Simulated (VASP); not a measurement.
# TiO2 (P4_2/mnm) in VASP: notebook

The runs below take TiO2 through single point, with LDA.

Program: VASP 6.6.1. These are calculated values, not measurements. Logs are shortened: lines on timing, memory, paths and dates and some standing lists are left out, and cuts for length are marked.

### 1 The cell of the first run

It takes space group P4_2/mnm (No. 136, tetragonal). The conventional cell has a = 4.323 Å, b = 4.323 Å, c = 2.886 Å, α = 90.00°, β = 90.00°, γ = 90.00°. Ti (site symmetry mmm) has 6 O at 1.86 to 1.88 Å within 2.5 Å. O (site symmetry m2m) has 3 Ti at 1.86 to 1.88 Å and 1 O at 2.40 Å within 2.5 Å.

### 2 Single point, LDA (8.99 Å³/atom)

The input, INCAR:

```
PREC     = Accurate       # precision mode
ENCUT    = 520            # plane-wave cutoff, eV
EDIFF    = 1E-6           # SCF threshold, eV
ISMEAR   = 0              # smearing method
SIGMA    = 0.05           # smearing width, eV
LREAL    = F              # projectors in reciprocal space
LASPH    = T              # aspherical terms in the spheres
NELM     = 60             # most SCF steps
ALGO     = Normal         # electronic algorithm
ISIF     = 2              # what is computed and relaxed
LWAVE    = F              # write WAVECAR
LCHARG   = F              # write CHGCAR
NBANDS   = 33             # bands
```

The input, KPOINTS:

```
regular mesh
0
Gamma
  8 8 10
```

The input, POSCAR:

```
TiO2
1.0
    4.3229687981      0.0000000000      0.0000000000
    0.0000000000      4.3229687981      0.0000000000
    0.0000000000      0.0000000000      2.8860139696
Ti O
2 4
Direct
    0.0000000000      0.0000000000      0.0000000000
    0.5000000000      0.5000000000      0.5000000000
    0.3039457556      0.3039457556      0.0000000000
    0.1960542444      0.8039457556      0.5000000000
    0.6960542444      0.6960542444      0.0000000000
    0.8039457556      0.1960542444      0.5000000000
```

Potentials or basis: VASP PAW LDA potentials, release 64 (Ti_sv, O).

Launch:

```sh
cat potpaw_LDA.64/Ti_sv/POTCAR potpaw_LDA.64/O/POTCAR > POTCAR
mpirun -np 1 vasp_std > vasp.out
```

OUTCAR:

```text
PREC = Accurate
   ENCUT = 520
   EDIFF = 1E-6
   ISMEAR = 0
   LREAL = F
   LASPH = T
   NELM = 60
   ISIF = 2

 ion  position               nearest neighbor table
   1  0.000  0.000  0.000-   3 1.86   5 1.86   4 1.88   6 1.88   4 1.88   6 1.88
   2  0.500  0.500  0.500-   4 1.86   6 1.86   5 1.88   3 1.88   3 1.88   5 1.88
   3  0.304  0.304  0.000-   1 1.86   2 1.88   2 1.88
   4  0.196  0.804  0.500-   2 1.86   1 1.88   1 1.88
   5  0.696  0.696  0.000-   1 1.86   2 1.88   2 1.88
   6  0.804  0.196  0.500-   2 1.86   1 1.88   1 1.88

  LATTYP: Found a simple tetragonal cell.
 ALAT       =     4.3229687981
 C/A-ratio  =     0.6676000000

  Lattice vectors:

 A1 = (   4.3229687981,   0.0000000000,   0.0000000000)
 A2 = (   0.0000000000,   4.3229687981,   0.0000000000)
 A3 = (   0.0000000000,   0.0000000000,   2.8860139696)

Analysis of symmetry for initial positions (statically):
=====================================================================
 Subroutine PRICEL returns:
 Original cell was already a primitive cell.

 Routine SETGRP: Setting up the symmetry group for a
 simple tetragonal supercell.

 Subroutine GETGRP returns: Found 16 space group operations
 (whereof  8 operations were pure point group operations)
 out of a pool of 16 trial point group operations.

The static configuration has the point symmetry D_2h.
 The point group associated with its full space group is D_4h.

Analysis of symmetry for dynamics (positions and initial velocities):
=====================================================================
 Subroutine PRICEL returns:
 Original cell was already a primitive cell.

 Routine SETGRP: Setting up the symmetry group for a
 simple tetragonal supercell.

 Subroutine GETGRP returns: Found 16 space group operations
 (whereof  8 operations were pure point group operations)
 out of a pool of 16 trial point group operations.

The dynamic configuration has the point symmetry D_2h.
 The point group associated with its full space group is D_4h.

 Subroutine INISYM returns: Found 16 space group operations
 (whereof  8 operations are pure point group operations),
 and found     1 'primitive' translations

----------------------------------------------------------------------------------------

                                     Primitive cell

[... 98 lines left out ...]
   EDIFF  = 0.1E-05   stopping-criterion for ELM
   LREAL  =      F    real-space projection
   EDIFFG = 0.1E-04   stopping-criterion for IOM
   NSW    =      0    number of steps for IOM
   IBRION =     -1    ionic relax: 0-MD 1-quasi-New 2-CG
   NFREE  =      0    steps in history (QN), initial steepest desc. (CG)
   ISIF   =      2    stress and relaxation
   ISYM   =      2    0-nonsym 1-usesym 2-fastsym
   POTIM  = 0.5000    time-step for ionic-motion
   TEBEG  =    0.0;   TEEND  =   0.0 temperature during run
   PSTRESS=    0.0 pullay stress
   NELECT =      48.0000    total number of electrons
   NUPDOWN=      -1.0000    fix difference up-down
   EMIN   =  10.00;   EMAX   =-10.00  energy-range for DOS
   EFERMI =   0.00;   METHOD = LEGACY
   ISMEAR =     0;   SIGMA  =   0.05  broadening in eV -4-tet -1-fermi 0-gaus
   EFERMI_NEDOS =   21; number of points for ismear=-14 and -15
   IALGO  =     38    algorithm
   IMIX   =      4    mixing-type and parameters
     AMIX     =   0.40;   BMIX     =  1.00
     AMIX_MAG =   1.60;   BMIX_MAG =  1.00
  volume/ion in A,a.u.               =       8.99        60.66
  Fermi-wavevector in a.u.,A,eV,Ry     =   1.574712  2.975773 33.738594  2.479717
  Thomas-Fermi vector in A             =   2.675805
   LORBIT       =      0    0 simple, 1 ext, 2 COOP (PROOUT), +10 PAW based schemes
   GGA     = CA    functional components
   LHFCALC =     F    Hartree Fock is set to
   AEXX    =    0.0000 exact exchange contribution
   IVDW    =     0    specifies the selected vdW correction
   LEPSILON=     F    determine dielectric tensor
   LRPA    =     F    only Hartree local field effects (RPA)
 non-spin polarized calculation
 Gauss-broadening in eV      SIGMA  =   0.05
  energy-cutoff  :      520.00
  volume of cell :       53.93
 maximum number of plane-waves:      1480
   NGX = 17   NGY = 17   NGZ = 11

 number of electron      48.0000041 magnetization

 Free energy of the ion-electron system (eV)
  ---------------------------------------------------
  ext. energy  EPLUGINS =         0.00000000
  ---------------------------------------------------
  free energy    TOTEN  =       -58.04889629 eV

  energy without entropy =      -58.04889629  energy(sigma->0) =      -58.04889629

 E-fermi :   6.6797     XC(G=0): -12.7915

 val. band max:        6.2960891944   @ k =   0.0000   0.0000   0.0000
 cond. band min:       8.3397523586   @ k =   0.0000   0.0000   0.0000
 fundamental gap:      2.0436631642
 Fermi energy:         6.6797380439

 k-point     1 :       0.0000    0.0000    0.0000
  band No.  band energies     occupation
      1     -49.5228      2.00000
      2     -49.4798      2.00000
      3     -26.4254      2.00000
      4     -26.4254      2.00000
      5     -26.1105      2.00000
      6     -26.1105      2.00000
[... 853 lines left out ...]
     32      13.3313      0.00000
     33      13.9182      0.00000

 [... further k-points ...]

------------------------ aborting loop because EDIFF is reached ----------------------------------------

  FORCE on cell =-STRESS in cart. coord.  units (eV):
  Direction    XX          YY          ZZ          XY          YZ          ZX
  --------------------------------------------------------------------------------------
  -------------------------------------------------------------------------------------
  Total       12.9810772     12.9810772     11.3414599      0.0000000      0.0000000      0.0000000
  in kB      385.6192312    385.6192312    336.9123367      0.0000000      0.0000000      0.0000000
  external PRESSURE =     369.3835997 kB  Pullay stress =       0.0000000 kB

 VOLUME and BASIS-vectors are now :
 -----------------------------------------------------------------------------
  energy-cutoff  :      520.00
  volume of cell :       53.93
      direct lattice vectors                 reciprocal lattice vectors
     4.322968798  0.000000000  0.000000000     0.231322512  0.000000000  0.000000000
     0.000000000  4.322968798  0.000000000     0.000000000  0.231322512  0.000000000
     0.000000000  0.000000000  2.886013970     0.000000000  0.000000000  0.346498669

 POSITION                                       TOTAL-FORCE (eV/Angst)
 -----------------------------------------------------------------------------------
      0.00000      0.00000      0.00000         0.000000      0.000000     -0.000000
      2.16148      2.16148      1.44301         0.000000      0.000000     -0.000000
      1.31395      1.31395      0.00000        -0.244864     -0.244864      0.000000
      0.84754      3.47543      1.44301         0.244864     -0.244864      0.000000
      3.00902      3.00902      0.00000         0.244864      0.244864     -0.000000
      3.47543      0.84754      1.44301        -0.244864      0.244864     -0.000000
 -----------------------------------------------------------------------------------
    total drift:                               -0.000000     -0.000000     -0.000000

  FREE ENERGIE OF THE ION-ELECTRON SYSTEM (eV)
  ---------------------------------------------------
  free  energy   TOTEN  =       -58.0488962938 eV

  energy  without entropy=      -58.0488962938  energy(sigma->0) =      -58.04889629
```

stdout:

```text
POSCAR found type information on POSCAR TiO
 POSCAR found :  2 types and       6 ions
 scaLAPACK will be used
 LDA part: xc-table for (Slater(with rela. corr.)+CA(PZ))
 , standard interpolation
 POSCAR, INCAR and KPOINTS ok, starting setup
 FFT: planning ... GRIDC
 FFT: planning ... GRID_SOFT
 FFT: planning ... GRID
 WAVECAR not read
 entering main loop
```

It took 1.7 min on 1 thread of Intel Xeon Platinum 8259CL at 2.50GHz (Skylake/Cascade Lake), shared host; peak memory 0.23 GiB.

Results:

| Quantity | Value |
| --- | --- |
| Free energy | -58.0489 eV |
| Pressure | 36.9 GPa |
| Largest force | 0.346 eV/Å |
| Band gap on the k mesh | 2.04 eV |

Forces on the atoms (eV/Å):
```
Ti   0.000  0.000  0.000
Ti   0.000  0.000  0.000
O   -0.245 -0.245  0.000
O    0.245 -0.245  0.000
O    0.245  0.245  0.000
O   -0.245  0.245  0.000
```

Stress tensor (GPa, compression positive):
```
38.56  0.00  0.00
 0.00 38.56  0.00
 0.00  0.00 33.69
```

Caveat: the cell stands under pressure.

### 3 Single point, LDA (8.99 Å³/atom)

The input, INCAR:

```
SYSTEM = TiO2
PREC = Accurate
ENCUT = 520
EDIFF = 1E-7
ISMEAR = 0
SIGMA = 0.05
LREAL = .False.
LASPH = .True.
NELM = 80
ALGO = Normal
ISIF = 2
LWAVE = .False.
LCHARG = .False.
NBANDS = 33
```

The input, KPOINTS:

```
Automatic mesh
0
Gamma
  8 8 10
  0 0 0
```

POSCAR: that of step 2 with these lines changed.

```diff
@@ -2,5 +2,5 @@
 1.0
-    4.3229687981      0.0000000000      0.0000000000
-    0.0000000000      4.3229687981      0.0000000000
-    0.0000000000      0.0000000000      2.8860139696
+    4.4402130340      0.0000000000      0.0000000000
+    0.0000000000      4.4402130340      0.0000000000
+    0.0000000000      0.0000000000      2.7356152503
 Ti O
```

Potentials or basis: VASP PAW LDA potentials, release 64 (Ti_sv, O).

Launch:

```sh
cat potpaw_LDA.64/Ti_sv/POTCAR potpaw_LDA.64/O/POTCAR > POTCAR
mpirun -np 1 vasp_std > vasp.out
```

Run time: 1.9 min. Hardware: 1 thread of Intel Xeon Platinum 8259CL at 2.50GHz (Skylake/Cascade Lake), shared host; peak memory 0.23 GiB.

Results (log left out):

```yaml
Free_energy: -57.8593 eV
Pressure: 42.2 GPa
Largest_force: 1.040 eV/Å
Band_gap_on_the_k_mesh: 2.17 eV
```

Forces on the atoms (eV/Å):
```
Ti   0.000  0.000  0.000
Ti   0.000  0.000  0.000
O   -0.736 -0.736  0.000
O    0.736 -0.736  0.000
O    0.736  0.736  0.000
O   -0.736  0.736  0.000
```

Stress tensor (GPa, compression positive):
```
33.20  0.00  0.00
 0.00 33.20  0.00
 0.00  0.00 60.08
```

Levels at points of the mesh, in eV from the valence-band top:
| k point | band 21 | band 22 | band 23 | band 24 | band 25 | band 26 | band 27 | band 28 |
| --- | --- | --- | --- | --- | --- | --- | --- | --- |
| (0.00, 0.00, 0.00) | -0.42 | -0.42 | -0.40 | 0.00 | 2.17 | 2.48 | 3.10 | 3.24 |
| (0.50, 0.00, 0.00) | -1.39 | -1.39 | -0.81 | -0.81 | 3.06 | 3.06 | 3.87 | 3.87 |
| (0.50, 0.50, 0.00) | -1.05 | -1.05 | -0.98 | -0.98 | 2.20 | 2.20 | 3.26 | 3.26 |
| (0.00, 0.00, 0.50) | -2.77 | -2.77 | -1.45 | -1.45 | 3.61 | 3.61 | 4.43 | 4.43 |
| (0.50, 0.00, 0.50) | -2.32 | -2.32 | -1.14 | -1.14 | 2.22 | 2.22 | 4.43 | 4.43 |
| (0.50, 0.50, 0.50) | -1.46 | -1.46 | -0.60 | -0.60 | 3.11 | 3.11 | 3.84 | 3.84 |

Caveat: the cell stands under pressure; forces of over 1 eV/Å act on the atoms, so gaps and moduli don't describe the material at rest. As with any semilocal functional, this LDA gap is likely too small.

### 4 Single point, LDA (8.99 Å³/atom)

The input, INCAR:

```
PREC = Accurate
ENCUT = 520
EDIFF = 1E-7
ISMEAR = 0
SIGMA = 0.05
LREAL = F
LASPH = T
NELM = 100
ALGO = Normal
ISIF = 2
LWAVE = F
LCHARG = F
GGA = CA
NBANDS = 33
```

The input, KPOINTS:

```
Automatic mesh
0
Gamma
  8 8 10
```

POSCAR: that of step 3 with these lines changed.

```diff
@@ -2,5 +2,5 @@
 1.0
-    4.4402130340      0.0000000000      0.0000000000
-    0.0000000000      4.4402130340      0.0000000000
-    0.0000000000      0.0000000000      2.7356152503
+    4.5608317773      0.0000000000      0.0000000000
+    0.0000000000      4.5608317773      0.0000000000
+    0.0000000000      0.0000000000      2.5928328654
 Ti O
```

Potentials or basis: VASP PAW LDA potentials, release 64 (Ti_sv, O).

Launch:

```sh
cat potpaw_LDA.64/Ti_sv/POTCAR potpaw_LDA.64/O/POTCAR > POTCAR
mpirun -np 1 vasp_std > vasp.out
```

OUTCAR:

```text
PREC = Accurate
   ENCUT = 520
   EDIFF = 1E-7
   ISMEAR = 0
   LREAL = F
   LASPH = T
   NELM = 100
   ISIF = 2
   GGA = CA

 ion  position               nearest neighbor table
   1  0.000  0.000  0.000-   4 1.81   6 1.81   4 1.81   6 1.81   5 1.96   3 1.96
   2  0.500  0.500  0.500-   3 1.81   5 1.81   3 1.81   5 1.81   4 1.96   6 1.96
   3  0.304  0.304  0.000-   2 1.81   2 1.81   1 1.96
   4  0.196  0.804  0.500-   1 1.81   1 1.81   2 1.96
   5  0.696  0.696  0.000-   2 1.81   2 1.81   1 1.96
   6  0.804  0.196  0.500-   1 1.81   1 1.81   2 1.96

  LATTYP: Found a simple tetragonal cell.
 ALAT       =     4.5608317773
 C/A-ratio  =     0.5685000000

  Lattice vectors:

 A1 = (   4.5608317773,   0.0000000000,   0.0000000000)
 A2 = (   0.0000000000,   4.5608317773,   0.0000000000)
 A3 = (   0.0000000000,   0.0000000000,   2.5928328654)

Analysis of symmetry for initial positions (statically):
=====================================================================
 Subroutine PRICEL returns:
 Original cell was already a primitive cell.

 Routine SETGRP: Setting up the symmetry group for a
 simple tetragonal supercell.

 Subroutine GETGRP returns: Found 16 space group operations
 (whereof  8 operations were pure point group operations)
 out of a pool of 16 trial point group operations.

The static configuration has the point symmetry D_2h.
 The point group associated with its full space group is D_4h.

Analysis of symmetry for dynamics (positions and initial velocities):
=====================================================================
 Subroutine PRICEL returns:
 Original cell was already a primitive cell.

 Routine SETGRP: Setting up the symmetry group for a
 simple tetragonal supercell.

 Subroutine GETGRP returns: Found 16 space group operations
 (whereof  8 operations were pure point group operations)
 out of a pool of 16 trial point group operations.

The dynamic configuration has the point symmetry D_2h.
 The point group associated with its full space group is D_4h.
[... 130 lines left out ...]
  Thomas-Fermi vector in A             =   2.675805
   LORBIT       =      0    0 simple, 1 ext, 2 COOP (PROOUT), +10 PAW based schemes
   GGA     = CA    functional components
   LHFCALC =     F    Hartree Fock is set to
   AEXX    =    0.0000 exact exchange contribution
   IVDW    =     0    specifies the selected vdW correction
   LEPSILON=     F    determine dielectric tensor
   LRPA    =     F    only Hartree local field effects (RPA)
 non-spin polarized calculation
 Gauss-broadening in eV      SIGMA  =   0.05
  energy-cutoff  :      520.00
  volume of cell :       53.93
 maximum number of plane-waves:      1472
 NGX is ok and might be reduce to    36
   NGX = 17   NGY = 17   NGZ =  9

 number of electron      48.0000026 magnetization

 Free energy of the ion-electron system (eV)
  ---------------------------------------------------
  ext. energy  EPLUGINS =         0.00000000
  ---------------------------------------------------
  free energy    TOTEN  =       -57.04548780 eV

  energy without entropy =      -57.04548780  energy(sigma->0) =      -57.04548780

 E-fermi :   6.2210     XC(G=0): -12.7321

 val. band max:        5.8062408737   @ k =   0.0000   0.0000   0.0000
 cond. band min:       7.7991389960   @ k =   0.5000   0.5000   0.0000
 fundamental gap:      1.9928981223
 Fermi energy:         6.2210245753

 k-point     1 :       0.0000    0.0000    0.0000
  band No.  band energies     occupation
      1     -49.4995      2.00000
      2     -49.4681      2.00000
      3     -26.4645      2.00000
      4     -26.4645      2.00000
      5     -26.0641      2.00000
      6     -26.0641      2.00000
[... 853 lines left out ...]
     32      13.0034      0.00000
     33      13.9905      0.00000

 [... further k-points ...]

------------------------ aborting loop because EDIFF is reached ----------------------------------------

  FORCE on cell =-STRESS in cart. coord.  units (eV):
  Direction    XX          YY          ZZ          XY          YZ          ZX
  --------------------------------------------------------------------------------------
  -------------------------------------------------------------------------------------
  Total        9.5885705      9.5885705     31.1506025      0.0000000      0.0000000      0.0000000
  in kB      284.8405498    284.8405498    925.3678419      0.0000000      0.0000000      0.0000000
  external PRESSURE =     498.3496472 kB  Pullay stress =       0.0000000 kB

 VOLUME and BASIS-vectors are now :
 -----------------------------------------------------------------------------
  energy-cutoff  :      520.00
  volume of cell :       53.93
      direct lattice vectors                 reciprocal lattice vectors
     4.560831777  0.000000000  0.000000000     0.219258251  0.000000000  0.000000000
     0.000000000  4.560831777  0.000000000     0.000000000  0.219258251  0.000000000
     0.000000000  0.000000000  2.592832865     0.000000000  0.000000000  0.385678542

 POSITION                                       TOTAL-FORCE (eV/Angst)
 -----------------------------------------------------------------------------------
      0.00000      0.00000      0.00000         0.000000      0.000000     -0.000000
      2.28042      2.28042      1.29642         0.000000      0.000000     -0.000000
      1.38625      1.38625      0.00000        -1.263996     -1.263996      0.000000
      0.89417      3.66666      1.29642         1.263996     -1.263996      0.000000
      3.17459      3.17459      0.00000         1.263996      1.263996     -0.000000
      3.66666      0.89417      1.29642        -1.263996      1.263996     -0.000000
 -----------------------------------------------------------------------------------
    total drift:                                0.000000      0.000000      0.000000

  FREE ENERGIE OF THE ION-ELECTRON SYSTEM (eV)
  ---------------------------------------------------
  free  energy   TOTEN  =       -57.0454878020 eV

  energy  without entropy=      -57.0454878020  energy(sigma->0) =      -57.04548780
```

Wall time 2 min (1 thread of Intel Xeon Platinum 8259CL at 2.50GHz (Skylake/Cascade Lake), shared host); peak memory 0.23 GiB.

Results:

```yaml
Free_energy: -57.0455 eV
Pressure: 49.8 GPa
Largest_force: 1.788 eV/Å
Band_gap_on_the_k_mesh: 1.99 eV (least direct gap 2.01 eV)
```

Forces in eV/Å, atoms in the order of the input:
```
Ti   0.000  0.000  0.000
Ti   0.000  0.000  0.000
O   -1.264 -1.264  0.000
O    1.264 -1.264  0.000
O    1.264  1.264  0.000
O   -1.264  1.264  0.000
```

Caveat: the cell stands under pressure; forces of over 1 eV/Å act on the atoms, so gaps and moduli don't describe the material at rest.

### 5 The runs side by side

| cell | gap on the mesh (eV) | pressure (GPa) | largest force (eV/Å) |
| --- | --- | --- | --- |
| a = 4.323, b = 4.323, c = 2.886 Å, 6 atoms | 2.04 | 36.9 | 0.35 |
| a = 4.440, b = 4.440, c = 2.736 Å, 6 atoms | 2.17 | 42.2 | 1.04 |
| a = 4.561, b = 4.561, c = 2.593 Å, 6 atoms | 1.99 | 49.8 | 1.79 |

Alike in all rows: task single point; level LDA; potentials or basis VASP PAW LDA potentials, release 64 (Ti_sv, O); no spin polarisation; k mesh 8 × 8 × 10; cutoff (eV) 520; smearing gaussian 0.05 eV.

Caveats: the cell stands under pressure; forces of over 1 eV/Å act on the atoms, so gaps and moduli don't describe the material at rest (at least some runs).

Total energies depend on the potentials used, so only differences within one code and one set of settings carry meaning.
